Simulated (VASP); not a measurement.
A run of VASP 6.6.1:

INCAR

```
ALGO = Normal
EDIFF = 1E-6
ENCUT = 520
ISIF = 2
ISMEAR = 0
LASPH = True
LCHARG = False
LREAL = False
LWAVE = False
NBANDS = 28
NELM = 60
PREC = Accurate
SIGMA = 0.15
```

KPOINTS

```
k-points
0
Gamma
  12 12 4
```

Contents of POSCAR:

```
Pt
1.0
    2.7079581969      0.0000000000      0.0000000000
   -1.3539790985      2.3451605909      0.0000000000
    0.0000000000      0.0000000000      9.3563251405
Pt
4
Direct
    0.6666666667      0.3333333333      0.3750000000
    0.6666666667      0.3333333333      0.8750000000
    0.3333333333      0.6666666667      0.1250000000
    0.3333333333      0.6666666667      0.6250000000
```

Potentials or basis: VASP PAW LDA potentials, release 64 (Pt).

The run is started by

```sh
$ cat potpaw_LDA.64/Pt/POTCAR > POTCAR
$ mpirun -np 1 vasp_std > vasp.out
```

Hardware: 1 thread of Intel Xeon 8259CL, with other jobs on the host.

**Question.** Estimate the wall time of this run.

**Answer.** It took 120 s on 1 thread of Intel Xeon 8259CL, with other jobs on the host, peak memory 0.2 GiB. Counts: scf iterations 12, k points 57.
